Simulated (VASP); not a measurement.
A run of VASP 6.6.1 is set up as follows.

POSCAR

```
HgTe
1.0
    3.7903382849      0.0000000000      0.0000000000
    0.0000000000      3.7903382849      0.0000000000
    0.0000000000      0.0000000000      3.7903382849
Hg Te
1 1
Direct
    0.0000000000      0.0000000000      0.0000000000
    0.5000000000      0.5000000000      0.5000000000
```

Contents of INCAR.step1:

```
PREC = Accurate
ENCUT = 550
ISMEAR = -1
SIGMA = 0.02
LREAL = F
LASPH = T
NELM = 120
NBANDS = 16
GGA = PE
ALGO = Normal
EDIFF = 1E-5
LWAVE = T
LCHARG = F
GGA_COMPAT = F
```

INCAR.step2

```
PREC = Accurate
ENCUT = 550
EDIFF = 1E-6
ISMEAR = -1
SIGMA = 0.02
LREAL = F
LASPH = T
NELM = 120
ALGO = Normal
ISIF = 2
LWAVE = F
LCHARG = F
METAGGA = R2SCAN
LMIXTAU = T
NBANDS = 16
ISTART = 1
GGA_COMPAT = F
```

File KPOINTS:

```
Automatic mesh
0
Gamma
  6 6 6
```

Potentials or basis: VASP PAW PBE potentials, release 64 (Hg, Te).

The run is started by

```sh
$ cat potpaw_PBE.64/Hg/POTCAR potpaw_PBE.64/Te/POTCAR > POTCAR
$ cp INCAR.step1 INCAR
$ mpirun -np 1 vasp_std > vasp.out
$ cp INCAR.step2 INCAR
$ mpirun -np 1 vasp_std > vasp.out
```

Q: Estimate the pressure.

A: 0.1 GPa.

Q: Estimate the band gap on the k mesh.

A: Zero (bands 9 and 10 overlap by 1.85 eV).

Caveat: the PAW data sets were made with another functional, which shifts forces and pressure a little; spin-orbit coupling is left out, which moves the levels of the heavy elements.
